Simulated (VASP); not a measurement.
## H: single point with PBE

H:

```
H
1.0
     3.67358   -0.13352    0.05403
    -1.95242    3.11465    0.05403
     0.07101    0.12299    5.18065
H
4
Direct
  0.36536 0.65603 0.16733
  0.65147 0.36080 0.68023
  0.63920 0.34853 0.81977
  0.34397 0.63464 0.33267
```

This cell differs from its parent crystal: strained and its atoms moved.

| Quantity | Value |
| --- | --- |
| Program | VASP 6.6.1 |
| Task | single point |
| Functional | PBE |
| Potentials or basis | VASP PAW PBE potentials, release 64 (H) |
| Cutoff | 520 eV |
| k mesh | 9 × 9 × 6 |
| Occupations | gaussian, width 0.02 eV |
| Spin | no spin polarisation |
| Dipole correction | no |
| Further INCAR settings | ALGO = Normal; EDIFF = 1e-07; NBANDS = 10 |

```
Pressure               : -1.4 GPa
Largest force          : 2.641 eV/Å
Band gap on the k mesh : 8.26 eV (least direct gap 8.39 eV)
```

Forces on the atoms (eV/Å):
```
H   -0.081 -0.132  2.636
H    0.019  0.026 -1.074
H   -0.013 -0.030  1.074
H    0.074  0.136 -2.636
```

Stress tensor (GPa, compression positive):
```
-0.01 -0.01  0.14
-0.01 -0.03  0.25
 0.14  0.25 -4.13
```

Levels at points of the mesh, in eV from the valence-band top:
```csv
k point,band 1,band 2,band 3,band 4,band 5
"(0.00, 0.00, 0.00)",-1.85,-0.12,8.26,12.43,15.15
"(0.00, 0.00, 0.50)",-1.39,-0.78,9.64,10.54,16.51
```

Run time: 32 s on 1 thread of Intel(R) Xeon(R) Platinum 8488C (Sapphire Rapids), with other jobs on the host, peak memory 0.2 GiB.

Caveat: the cell differs from its parent crystal (strained and its atoms moved); an odd mesh through Γ misses points on the zone boundary, where band edges can lie; forces of over 1 eV/Å act on the atoms, so gaps and moduli don't describe the material at rest.
